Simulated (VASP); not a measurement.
# Si7Ge (P-42m) in VASP: notebook

Runs on Si7Ge. Level: PBEsol. Tasks: single point.

Everything below comes from runs of VASP 6.6.1. Logs are shortened: lines on timing, memory, paths and dates and some standing lists are left out, and cuts for length are marked.

## 1. The cell of the first run

Symmetry: P-42m, No. 111, tetragonal system. Conventional cell: a = 5.244 Å, b = 5.244 Å, c = 5.916 Å, α = 90.00°, β = 90.00°, γ = 90.00°. Si (site symmetry m) has 3 Si at 2.36 to 2.37 Å and 1 Ge at 2.40 Å within 3.1 Å. Si (site symmetry 222) has 4 Si at 2.36 Å within 3.1 Å. Within 3.1 Å of Si (site symmetry -42m) lie 4 Si at 2.37 Å. Within 3.2 Å of Ge (site symmetry -42m) lie 4 Si at 2.40 Å.

## 2. Single point, PBEsol (20.33 Å³/atom)

File INCAR:

```
PREC = Accurate ; ENCUT = 520
EDIFF = 1E-6 ; ISMEAR = 0
SIGMA = 0.03 ; LREAL = False
LASPH = True ; NELM = 100
ALGO = Normal ; ISIF = 2
LWAVE = False ; LCHARG = True
GGA = PS ; LELF = True
LVHAR = True ; NBANDS = 31
```

File KPOINTS:

```
Automatic mesh
0
Gamma
  8 8 8
```

File POSCAR:

```
Si7Ge
1.0
    5.2438110820      0.0000000000      0.0000000000
    0.0000000000      5.2438110820      0.0000000000
    0.0000000000      0.0000000000      5.9160676627
Si Ge
7 1
Direct
    0.2525986838      0.2525986838      0.2525986838
    0.0000000000      0.5000000000      0.5000000000
    0.5000000000      0.5000000000      0.0000000000
    0.5000000000      0.0000000000      0.5000000000
    0.7474013162      0.2525986838      0.7474013162
    0.7474013162      0.7474013162      0.2525986838
    0.2525986838      0.7474013162      0.7474013162
    0.0000000000      0.0000000000      0.0000000000
```

Potentials or basis: VASP PAW PBE potentials, release 64 (Si, Ge_d).

On the command line:

```console
$ cat potpaw_PBE.64/Si/POTCAR potpaw_PBE.64/Ge_d/POTCAR > POTCAR
$ mpirun -np 1 vasp_std > vasp.out
```

OUTCAR:

```text
PREC = Accurate
   ENCUT = 520
   EDIFF = 1E-6
   ISMEAR = 0
   LREAL = False
   LASPH = True
   NELM = 100
   ISIF = 2
   GGA = PS

 ion  position               nearest neighbor table
   1  0.253  0.253  0.253-   2 2.36   4 2.36   3 2.37   8 2.40
   2  0.000  0.500  0.500-   1 2.36   5 2.36   6 2.36   7 2.36
   3  0.500  0.500  0.000-   1 2.37   5 2.37   6 2.37   7 2.37
   4  0.500  0.000  0.500-   1 2.36   5 2.36   6 2.36   7 2.36
   5  0.747  0.253  0.747-   2 2.36   4 2.36   3 2.37   8 2.40
   6  0.747  0.747  0.253-   2 2.36   4 2.36   3 2.37   8 2.40
   7  0.253  0.747  0.747-   2 2.36   4 2.36   3 2.37   8 2.40
   8  0.000  0.000  0.000-   1 2.40   5 2.40   6 2.40   7 2.40

  LATTYP: Found a simple tetragonal cell.
 ALAT       =     5.2438110820
 C/A-ratio  =     1.1282000000

  Lattice vectors:

 A1 = (   5.2438110820,   0.0000000000,   0.0000000000)
 A2 = (   0.0000000000,   5.2438110820,   0.0000000000)
 A3 = (   0.0000000000,   0.0000000000,   5.9160676627)

Analysis of symmetry for initial positions (statically):
=====================================================================
 Subroutine PRICEL returns:
 Original cell was already a primitive cell.

 Routine SETGRP: Setting up the symmetry group for a
 simple tetragonal supercell.

 Subroutine GETGRP returns: Found  8 space group operations
 (whereof  8 operations were pure point group operations)
 out of a pool of 16 trial point group operations.

The static configuration has the point symmetry D_2d.

Analysis of symmetry for dynamics (positions and initial velocities):
=====================================================================
 Subroutine PRICEL returns:
 Original cell was already a primitive cell.

 Routine SETGRP: Setting up the symmetry group for a
 simple tetragonal supercell.

 Subroutine GETGRP returns: Found  8 space group operations
 (whereof  8 operations were pure point group operations)
 out of a pool of 16 trial point group operations.

The dynamic configuration has the point symmetry D_2d.

 Subroutine INISYM returns: Found  8 space group operations
 (whereof  8 operations are pure point group operations),
 and found     1 'primitive' translations

----------------------------------------------------------------------------------------

                                     Primitive cell

  volume of cell :     162.6774

  direct lattice vectors                    reciprocal lattice vectors
     5.243811082  0.000000000  0.000000000     0.190700997  0.000000000  0.000000000
     0.000000000  5.243811082  0.000000000     0.000000000  0.190700997  0.000000000
     0.000000000  0.000000000  5.916067663     0.000000000  0.000000000  0.169031197

  length of vectors
     5.243811082  5.243811082  5.916067663     0.190700997  0.190700997  0.169031197

  position of ions in fractional coordinates (direct lattice)
     0.252598684  0.252598684  0.252598684
     0.000000000  0.500000000  0.500000000
     0.500000000  0.500000000  0.000000000
     0.500000000  0.000000000  0.500000000
     0.747401316  0.252598684  0.747401316
     0.747401316  0.747401316  0.252598684
     0.252598684  0.747401316  0.747401316
     0.000000000  0.000000000  0.000000000

  ion indices of the primitive-cell ions
   primitive index   ion index
                 1           1
                 2           2
                 3           3
                 4           4
                 5           5
                 6           6
                 7           7
                 8           8

----------------------------------------------------------------------------------------

 KPOINTS: Automatic mesh

Automatic generation of k-mesh.
 Grid dimensions read from file:
 generate k-points for:    8    8    8

 Generating k-lattice:

  Cartesian coordinates                     Fractional coordinates (reciprocal lattice)
     0.023837625  0.000000000  0.000000000     0.125000000  0.000000000  0.000000000
     0.000000000  0.023837625  0.000000000     0.000000000  0.125000000  0.000000000
     0.000000000  0.000000000  0.021128900     0.000000000  0.000000000  0.125000000

  Length of vectors
     0.023837625  0.023837625  0.021128900

  Shift w.r.t. Gamma in fractional coordinates (k-lattice)
     0.000000000  0.000000000  0.000000000

 Subroutine IBZKPT returns following result:
 ===========================================

 Found     75 irreducible k-points:

 Following reciprocal coordinates:
            Coordinates               Weight
  0.000000  0.000000  0.000000      1.000000
  0.125000  0.000000  0.000000      4.000000
  0.250000  0.000000  0.000000      4.000000
  0.375000  0.000000  0.000000      4.000000
  0.500000  0.000000  0.000000      2.000000
  0.125000  0.125000  0.000000      4.000000
[... 16 lines left out ...]
  0.375000  0.125000  0.125000     16.000000
  0.500000  0.125000  0.125000      8.000000
 [... further k-points ...]
   k-points           NKPTS =     75   k-points in BZ     NKDIM =     75   number of bands    NBANDS=     31
   number of dos      NEDOS =    301   number of ions     NIONS =      8
   total plane-waves  NPLWV =  76800
   dimension x,y,z NGX =    40 NGY =   40 NGZ =   48
   dimension x,y,z NGXF=    80 NGYF=   80 NGZF=   96
   ions per type =               7   1
   NGX,Y,Z   is equivalent  to a cutoff of  12.68, 12.68, 13.49 a.u.
   NGXF,Y,Z  is equivalent  to a cutoff of  25.36, 25.36, 26.98 a.u.
 SYSTEM =  unknown system
   PREC   = accura    normal or accurate (medium, high low for compatibility)
   ISTART =      0    job   : 0-new  1-cont  2-samecut
   ICHARG =      2    charge: 1-file 2-atom 10-const
   ISPIN  =      1    spin polarized calculation?
   LNONCOLLINEAR =      F non collinear calculations
   LSORBIT =      F    spin-orbit coupling
   LASPH  =      T    aspherical Exc in radial PAW
   ENCUT  =  520.0 eV  38.22 Ry    6.18 a.u.   9.75  9.75 11.00*2*pi/ulx,y,z
   NELM   =    100;   NELMIN=  2; NELMDL= -5     # of ELM steps
   EDIFF  = 0.1E-05   stopping-criterion for ELM
   LREAL  =      F    real-space projection
   EDIFFG = 0.1E-04   stopping-criterion for IOM
   NSW    =      0    number of steps for IOM
   IBRION =     -1    ionic relax: 0-MD 1-quasi-New 2-CG
   NFREE  =      0    steps in history (QN), initial steepest desc. (CG)
   ISIF   =      2    stress and relaxation
   ISYM   =      2    0-nonsym 1-usesym 2-fastsym
   POTIM  = 0.5000    time-step for ionic-motion
   TEBEG  =    0.0;   TEEND  =   0.0 temperature during run
   PSTRESS=    0.0 pullay stress
   NELECT =      42.0000    total number of electrons
   NUPDOWN=      -1.0000    fix difference up-down
   EMIN   =  10.00;   EMAX   =-10.00  energy-range for DOS
   EFERMI =   0.00;   METHOD = LEGACY
   ISMEAR =     0;   SIGMA  =   0.03  broadening in eV -4-tet -1-fermi 0-gaus
   EFERMI_NEDOS =   21; number of points for ismear=-14 and -15
   IALGO  =     38    algorithm
   IMIX   =      4    mixing-type and parameters
     AMIX     =   0.40;   BMIX     =  1.00
     AMIX_MAG =   1.60;   BMIX_MAG =  1.00
  volume/ion in A,a.u.               =      20.33       137.23
  Fermi-wavevector in a.u.,A,eV,Ry     =   1.042435  1.969916 14.785044  1.086670
  Thomas-Fermi vector in A             =   2.177100
   LORBIT       =      0    0 simple, 1 ext, 2 COOP (PROOUT), +10 PAW based schemes
   GGA     = PS    functional components
   LHFCALC =     F    Hartree Fock is set to
   AEXX    =    0.0000 exact exchange contribution
   IVDW    =     0    specifies the selected vdW correction
   LEPSILON=     F    determine dielectric tensor
   LRPA    =     F    only Hartree local field effects (RPA)
 non-spin polarized calculation
 Gauss-broadening in eV      SIGMA  =   0.03
  energy-cutoff  :      520.00
  volume of cell :      162.68
 maximum number of plane-waves:      4408
 NGX is ok and might be reduce to    40
   NGX = 19   NGY = 19   NGZ = 21

 number of electron      42.0000017 magnetization

 Free energy of the ion-electron system (eV)
  ---------------------------------------------------
  ext. energy  EPLUGINS =         0.00000000
  ---------------------------------------------------
  free energy    TOTEN  =       -44.61934677 eV

  energy without entropy =      -44.61914991  energy(sigma->0) =      -44.61924834

 E-fermi :   5.8686     XC(G=0):  -9.6549

 val. band max:        5.8446801158   @ k =   0.2500   0.0000   0.0000
 cond. band min:       5.8751767479   @ k =   0.2500   0.2500   0.0000
 fundamental gap:      0.0304966321
 Fermi energy:         5.8686375599

 k-point     1 :       0.0000    0.0000    0.0000
  band No.  band energies     occupation
      1     -18.4602      2.00000
      2     -18.4581      2.00000
      3     -18.4581      2.00000
      4     -18.4388      2.00000
      5     -18.4287      2.00000
      6      -6.4281      2.00000
[... 23 lines left out ...]
     30       8.3327      0.00000
     31       8.5609      0.00000

 k-point     2 :       0.1250    0.0000    0.0000
  band No.  band energies     occupation
      1     -18.4603      2.00000
      2     -18.4581      2.00000
      3     -18.4581      2.00000
      4     -18.4388      2.00000
      5     -18.4287      2.00000
      6      -6.3555      2.00000
[... 23 lines left out ...]
     30       8.7782      0.00000
     31       9.0095      0.00000

 k-point     3 :       0.2500    0.0000    0.0000
  band No.  band energies     occupation
      1     -18.4603      2.00000
      2     -18.4582      2.00000
      3     -18.4581      2.00000
      4     -18.4387      2.00000
      5     -18.4286      2.00000
      6      -6.1384      2.00000
[... 703 lines left out ...]
     30      10.4944      0.00000
     31      10.6776      0.00000

 k-point    24 :       0.5000    0.1250    0.1250
  band No.  band energies     occupation
      1     -18.4604      2.00000
      2     -18.4582      2.00000
      3     -18.4581      2.00000
      4     -18.4386      2.00000
      5     -18.4286      2.00000
      6      -5.2635      2.00000
[... 23 lines left out ...]
     30      10.2857      0.00000
     31      10.3227      0.00000

 [... further k-points ...]

------------------------ aborting loop because EDIFF is reached ----------------------------------------

  FORCE on cell =-STRESS in cart. coord.  units (eV):
  Direction    XX          YY          ZZ          XY          YZ          ZX
  --------------------------------------------------------------------------------------
  -------------------------------------------------------------------------------------
  Total        4.0638923      4.0638923     -9.1952027      0.0000000      0.0000000      0.0000000
  in kB       40.0244678     40.0244678    -90.5617243      0.0000000      0.0000000      0.0000000
  external PRESSURE =      -3.5042629 kB  Pullay stress =       0.0000000 kB

 VOLUME and BASIS-vectors are now :
 -----------------------------------------------------------------------------
  energy-cutoff  :      520.00
  volume of cell :      162.68
      direct lattice vectors                 reciprocal lattice vectors
     5.243811082  0.000000000  0.000000000     0.190700997  0.000000000  0.000000000
     0.000000000  5.243811082  0.000000000     0.000000000  0.190700997  0.000000000
     0.000000000  0.000000000  5.916067663     0.000000000  0.000000000  0.169031197

 POSITION                                       TOTAL-FORCE (eV/Angst)
 -----------------------------------------------------------------------------------
      1.32458      1.32458      1.49439         0.025342      0.025342     -0.008768
      0.00000      2.62191      2.95803        -0.000000     -0.000000     -0.000000
      2.62191      2.62191      0.00000        -0.000000     -0.000000      0.000000
      2.62191      0.00000      2.95803        -0.000000     -0.000000     -0.000000
      3.91923      1.32458      4.42168        -0.025342      0.025342      0.008768
      3.91923      3.91923      1.49439        -0.025342     -0.025342     -0.008768
      1.32458      3.91923      4.42168         0.025342     -0.025342      0.008768
      0.00000      0.00000      0.00000        -0.000000     -0.000000      0.000000
 -----------------------------------------------------------------------------------
    total drift:                               -0.000000     -0.000000      0.000000

  FREE ENERGIE OF THE ION-ELECTRON SYSTEM (eV)
  ---------------------------------------------------
  free  energy   TOTEN  =       -44.6193467659 eV

  energy  without entropy=      -44.6191499128  energy(sigma->0) =      -44.61924834
```

It took 6.4 min on 1 thread of Intel Xeon 8259CL, shared host; peak memory 0.47 GiB.

What came out:

| Quantity | Value |
| --- | --- |
| Free energy | -44.6193 eV |
| Pressure | -0.4 GPa |
| Largest force | 0.037 eV/Å |
| Band gap on the k mesh | zero (bands 21 and 22 overlap by 0.19 eV) |

Forces on the atoms (eV/Å):
```
Si   0.025  0.025 -0.009
Si   0.000  0.000  0.000
Si   0.000  0.000  0.000
Si   0.000  0.000  0.000
Si  -0.025  0.025  0.009
Si  -0.025 -0.025 -0.009
Si   0.025 -0.025  0.009
Ge   0.000  0.000  0.000
```

Stress tensor (GPa, compression positive):
```
 4.00  0.00  0.00
 0.00  4.00  0.00
 0.00  0.00 -9.06
```

Caveat: semilocal functionals underestimate gaps, so a narrow gap can read as zero; the PAW data sets were made with another functional, which shifts forces and pressure a little.

## 3. Single point, PBEsol (20.33 Å³/atom)

File INCAR:

```
SYSTEM = Si7Ge
PREC = Accurate
ENCUT = 520
EDIFF = 1E-7
ISMEAR = 0
SIGMA = 0.03
LREAL = .FALSE.
LASPH = .TRUE.
NELM = 80
ALGO = Normal
ISIF = 2
LWAVE = .FALSE.
LCHARG = .FALSE.
GGA = PS
NBANDS = 31
```

File KPOINTS:

```
regular mesh
0
G
  8 8 8
  0 0 0
```

POSCAR: that of step 2 with these lines changed.

```diff
@@ -2,5 +2,5 @@
 1.0
-    5.2438110820      0.0000000000      0.0000000000
-    0.0000000000      5.2438110820      0.0000000000
-    0.0000000000      0.0000000000      5.9160676627
+    5.6828451166      0.0000000000      0.0000000000
+    0.0000000000      5.6828451166      0.0000000000
+    0.0000000000      0.0000000000      5.0372739114
 Si Ge
```

Potentials or basis: VASP PAW PBE potentials, release 64 (Si, Ge_d).

On the command line:

```console
$ cat potpaw_PBE.64/Si/POTCAR potpaw_PBE.64/Ge_d/POTCAR > POTCAR
$ mpirun -np 1 vasp_std > vasp.out
```

Run time: 7 min. Hardware: 1 thread of Intel Xeon 8259CL, shared host; peak memory 0.46 GiB.

The run converged. Its results:

```yaml
Free_energy: -44.7526 eV
Pressure: -0.5 GPa
Largest_force: 0.050 eV/Å
Band_gap_on_the_k_mesh: zero (bands 21 and 22 overlap by 0.39 eV)
```

Forces in eV/Å, atoms in the order of the input:
```
Si  -0.004 -0.004  0.050
Si   0.000  0.000  0.000
Si   0.000  0.000  0.000
Si   0.000  0.000  0.000
Si   0.004 -0.004 -0.050
Si   0.004  0.004  0.050
Si  -0.004  0.004 -0.050
Ge   0.000  0.000  0.000
```

Stress tensor (GPa, compression positive):
```
-3.20  0.00  0.00
 0.00 -3.20  0.00
 0.00  0.00  4.99
```

Levels at points of the mesh, in eV from the Fermi level:
```
           k point  band 19  band 20  band 21  band 22  band 23  band 24
(0.00, 0.00, 0.00)    -0.33    -0.33    -0.15    -0.06     0.45     0.76
(0.50, 0.00, 0.00)    -1.83    -1.63    -1.56     1.22     1.40     2.84
(0.50, 0.50, 0.00)    -2.01    -1.98    -1.98     1.48     1.48     1.56
(0.00, 0.00, 0.50)    -2.48    -2.38    -2.38     0.22     0.37     3.17
(0.50, 0.00, 0.50)    -1.21    -1.15    -1.12     2.48     2.50     2.51
(0.50, 0.50, 0.50)    -0.82    -0.82    -0.67     0.57     0.91     0.91
```

Caveat: semilocal functionals underestimate gaps, so a narrow gap can read as zero; the PAW data sets were made with another functional, which shifts forces and pressure a little.
